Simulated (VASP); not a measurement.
# Ag in VASP: single point with PBE

Aim: the single point of Ag with PBE.

Everything below comes from runs of VASP 6.6.1. Logs are shortened: lines on timing, memory, paths and dates and some standing lists are left out, and cuts for length are marked.

## 1. The cell of the first run

The cell holds a slab with vacuum, 16 atoms: a = 5.865 Å, b = 5.865 Å, c = 22.221 Å, α = 90.00°, β = 90.00°, γ = 90.00°.

## 2. Single point, PBE

INCAR reads:

```
PREC = Accurate
ENCUT = 520
EDIFF = 1E-6
ISMEAR = 0
SIGMA = 0.1
LREAL = Auto
LASPH = True
NELM = 80
ALGO = Normal
ISIF = 2
LWAVE = False
LCHARG = False
LDIPOL = True
IDIPOL = 3
DIPOL = 0.5 0.5 0.499
GGA = PE
NBANDS = 102
```

KPOINTS reads:

```
regular mesh
0
Gamma
  3 3 1
```

POSCAR reads:

```
Ag
1.0
    5.8650143192      0.0000000000      0.0000000000
    0.0000000000      5.8650143192      0.0000000000
    0.0000000000      0.0000000000     22.2207870953
Ag
16
Direct
    0.2500000000      0.2500000000      0.3600232506
    0.2500000000      0.7500000000      0.3600232506
    0.7500000000      0.2500000000      0.3600232506
    0.7500000000      0.7500000000      0.3600232506
    0.5000000000      0.5000000000      0.4533410835
    0.5000000000      0.0000000000      0.4533410835
    0.0000000000      0.5000000000      0.4533410835
    0.0000000000      0.0000000000      0.4533410835
    0.7500000000      0.7500000000      0.5462662771
    0.7500000000      0.2500000000      0.5462662771
    0.2500000000      0.7500000000      0.5462662771
    0.2500000000      0.2500000000      0.5462662771
    0.0000000000      0.0000000000      0.6372720297
    0.0000000000      0.5000000000      0.6372720297
    0.5000000000      0.0000000000      0.6372720297
    0.5000000000      0.5000000000      0.6372720297
```

Potentials or basis: VASP PAW PBE potentials, release 64 (Ag).

Run with:

```console
$ cat potpaw_PBE.64/Ag/POTCAR > POTCAR
$ mpirun -np 1 vasp_std > vasp.out
```

OUTCAR:

```text
PREC = Accurate
   ENCUT = 520
   EDIFF = 1E-6
   ISMEAR = 0
   LREAL = Auto
   LASPH = True
   NELM = 80
   ISIF = 2
   GGA = PE

 ion  position               nearest neighbor table
   1  0.250  0.250  0.360-   5 2.93   6 2.93   7 2.93   8 2.93   2 2.93   3 2.93   2 2.93   3 2.93

   2  0.250  0.750  0.360-   5 2.93   6 2.93   7 2.93   8 2.93   1 2.93   4 2.93   1 2.93   4 2.93

   3  0.750  0.250  0.360-   5 2.93   6 2.93   7 2.93   8 2.93   1 2.93   4 2.93   4 2.93   1 2.93
[... 33 lines left out ...]
 A1 = (   5.8650143192,   0.0000000000,   0.0000000000)
 A2 = (   0.0000000000,   5.8650143192,   0.0000000000)
 A3 = (   0.0000000000,   0.0000000000,  22.2207870953)

Analysis of symmetry for initial positions (statically):
=====================================================================
 Subroutine PRICEL returns following result:

  LATTYP: Found a simple tetragonal cell.
 ALAT       =     2.9325071596
 C/A-ratio  =     7.5774025044

  Lattice vectors:

 A1 = (   2.9325071596,   0.0000000000,   0.0000000000)
 A2 = (   0.0000000000,   2.9325071596,   0.0000000000)
 A3 = (   0.0000000000,   0.0000000000,  22.2207870953)

   4 primitive cells build up your supercell.

 Routine SETGRP: Setting up the symmetry group for a
 simple tetragonal supercell.

 Subroutine GETGRP returns: Found  8 space group operations
 (whereof  8 operations were pure point group operations)
 out of a pool of 16 trial point group operations.

The static configuration has the point symmetry C_4v.

Analysis of symmetry for dynamics (positions and initial velocities):
=====================================================================
 Subroutine PRICEL returns following result:

  LATTYP: Found a simple tetragonal cell.
 ALAT       =     2.9325071596
 C/A-ratio  =     7.5774025044

  Lattice vectors:

 A1 = (   2.9325071596,   0.0000000000,   0.0000000000)
 A2 = (   0.0000000000,   2.9325071596,   0.0000000000)
 A3 = (   0.0000000000,   0.0000000000,  22.2207870953)

   4 primitive cells build up your supercell.

 Routine SETGRP: Setting up the symmetry group for a
 simple tetragonal supercell.

 Subroutine GETGRP returns: Found  8 space group operations
 (whereof  8 operations were pure point group operations)
 out of a pool of 16 trial point group operations.

The dynamic configuration has the point symmetry C_4v.

[... 90 lines left out ...]
   PSTRESS=    0.0 pullay stress
   NELECT =     176.0000    total number of electrons
   NUPDOWN=      -1.0000    fix difference up-down
   EMIN   =  10.00;   EMAX   =-10.00  energy-range for DOS
   EFERMI =   0.00;   METHOD = LEGACY
   ISMEAR =     0;   SIGMA  =   0.10  broadening in eV -4-tet -1-fermi 0-gaus
   EFERMI_NEDOS =   21; number of points for ismear=-14 and -15
   IALGO  =     38    algorithm
   IMIX   =      4    mixing-type and parameters
     AMIX     =   0.40;   BMIX     =  1.00
     AMIX_MAG =   1.60;   BMIX_MAG =  1.00
  volume/ion in A,a.u.               =      47.77       322.38
  Fermi-wavevector in a.u.,A,eV,Ry     =   1.003413  1.896176 13.698866  1.006838
  Thomas-Fermi vector in A             =   2.135963
   LORBIT       =      0    0 simple, 1 ext, 2 COOP (PROOUT), +10 PAW based schemes
   GGA     = PE    functional components
   LHFCALC =     F    Hartree Fock is set to
   AEXX    =    0.0000 exact exchange contribution
   IVDW    =     0    specifies the selected vdW correction
   LEPSILON=     F    determine dielectric tensor
   LRPA    =     F    only Hartree local field effects (RPA)
 non-spin polarized calculation
 Gauss-broadening in eV      SIGMA  =   0.10
  energy-cutoff  :      520.00
  volume of cell :      764.36
 maximum number of plane-waves:     20588
 NGX is ok and might be reduce to    48
   NGX = 21   NGY = 21   NGZ = 83

 dipolmoment           0.000000      0.000000      0.004481 electrons x Angstroem

 number of electron     176.0000042 magnetization

 dipolmoment           0.000000      0.000000     -0.001791 electrons x Angstroem

 Free energy of the ion-electron system (eV)
  ---------------------------------------------------
  ext. energy  EPLUGINS =         0.00000000
  ---------------------------------------------------
  free energy    TOTEN  =       -39.41381579 eV

  energy without entropy =      -39.32325602  energy(sigma->0) =      -39.36853590

 E-fermi :   0.4384     XC(G=0):  -5.2281

 val. band max:        0.4332986121   @ k =   0.3333   0.0000   0.0000
 cond. band min:       0.4834195891   @ k =   0.0000   0.0000   0.0000
 fundamental gap:      0.0501209770
 Fermi energy:         0.4384361633

 k-point     1 :       0.0000    0.0000    0.0000
  band No.  band energies     occupation
      1      -6.6743      2.00000
      2      -5.7150      2.00000
      3      -5.6338      2.00000
      4      -5.6073      2.00000
      5      -5.5885      2.00000
      6      -5.5863      2.00000
[... 298 lines left out ...]
     99       4.6380      0.00000
    100       4.7976      0.00000
 [bands above 100 left out]

------------------------ aborting loop because EDIFF is reached ----------------------------------------

 vacuum level on the upper side and lower side of the slab       (xc-potential included)        -0.093        -0.088

  FORCE on cell =-STRESS in cart. coord.  units (eV):
  Direction    XX          YY          ZZ          XY          YZ          ZX
  --------------------------------------------------------------------------------------
  -------------------------------------------------------------------------------------
  Total       -3.1877371     -3.1877371     -1.3745755      0.0000000      0.0000000      0.0000000
  in kB       -6.6818310     -6.6818310     -2.8812543      0.0000000      0.0000000      0.0000000
  external PRESSURE =      -5.4149721 kB  Pullay stress =       0.0000000 kB

 VOLUME and BASIS-vectors are now :
 -----------------------------------------------------------------------------
  energy-cutoff  :      520.00
  volume of cell :      764.36
      direct lattice vectors                 reciprocal lattice vectors
     5.865014319  0.000000000  0.000000000     0.170502568  0.000000000  0.000000000
     0.000000000  5.865014319  0.000000000     0.000000000  0.170502568  0.000000000
     0.000000000  0.000000000 22.220787095     0.000000000  0.000000000  0.045002906

 POSITION                                       TOTAL-FORCE (eV/Angst)
 -----------------------------------------------------------------------------------
      1.46625      1.46625      8.00000         0.000000      0.000000      0.135201
      1.46625      4.39876      8.00000        -0.000000      0.000000      0.135201
      4.39876      1.46625      8.00000         0.000000      0.000000      0.135201
      4.39876      4.39876      8.00000         0.000000     -0.000000      0.135201
      2.93251      2.93251     10.07360         0.000000      0.000000     -0.130588
      2.93251      0.00000     10.07360         0.000000     -0.000000     -0.130588
[... 8 lines left out ...]
      2.93251      0.00000     14.16069         0.000000      0.000000     -0.003344
      2.93251      2.93251     14.16069         0.000000      0.000000     -0.003344
 -----------------------------------------------------------------------------------
    total drift:                                0.000000      0.000000      0.005028

  FREE ENERGIE OF THE ION-ELECTRON SYSTEM (eV)
  ---------------------------------------------------
  free  energy   TOTEN  =       -39.4138157931 eV

  energy  without entropy=      -39.3232560156  energy(sigma->0) =      -39.36853590

 vacuum level on the upper side and lower side of the slab         4.453         4.459
```

OSZICAR:

```text
N       E                     dE             d eps       ncg     rms          rms(c)
DAV:   1     0.111558146148E+04    0.11156E+04   -0.80321E+04   612   0.148E+03
DAV:   2     0.106805224357E+02   -0.11049E+04   -0.10410E+04   666   0.314E+02
DAV:   3    -0.416830526940E+02   -0.52364E+02   -0.50764E+02   688   0.610E+01
[... 19 lines left out ...]
DAV:  23    -0.394138045771E+02   -0.40545E-05   -0.83507E-08   376   0.213E-03    0.122E-03
DAV:  24    -0.394138124917E+02   -0.79147E-05   -0.14433E-07   362   0.960E-04    0.106E-03
DAV:  25    -0.394138145126E+02   -0.20209E-05   -0.41751E-08   364   0.127E-03    0.524E-04
DAV:  26    -0.394138156652E+02   -0.11525E-05   -0.37559E-08   356   0.740E-04    0.403E-04
DAV:  27    -0.394138157931E+02   -0.12793E-06   -0.71757E-09   374   0.482E-04
   1 F= -.39413816E+02 E0= -.39368536E+02  d E =-.905598E-01
```

It used 2200 s of CPU time on 1 thread of AMD EPYC 7R13 Processor (Zen 3), on a shared host.

What came out:

| Item | Value |
| --- | --- |
| Free energy | -39.4138 eV |
| Largest force | 0.135 eV/Å |
| Band gap on the k mesh | zero (band 88 reaches 0.43 eV, above the bottom of band 89 at 0.40 eV) |

Forces in eV/Å, atoms in the order of the input:
```
Ag   0.000  0.000  0.135
Ag   0.000  0.000  0.135
Ag   0.000  0.000  0.135
Ag   0.000  0.000  0.135
Ag   0.000  0.000 -0.131
Ag   0.000  0.000 -0.131
Ag   0.000  0.000 -0.131
Ag   0.000  0.000 -0.131
Ag   0.000  0.000 -0.001
Ag   0.000  0.000 -0.001
Ag   0.000  0.000 -0.001
Ag   0.000  0.000 -0.001
Ag   0.000  0.000 -0.003
Ag   0.000  0.000 -0.003
Ag   0.000  0.000 -0.003
Ag   0.000  0.000 -0.003
```

Levels at points of the mesh, in eV from the Fermi level:
| k point | band 86 | band 87 | band 88 | band 89 | band 90 | band 91 |
| --- | --- | --- | --- | --- | --- | --- |
| (0.00, 0.00, 0.00) | -0.57 | -0.57 | -0.25 | 0.04 | 0.04 | 0.06 |
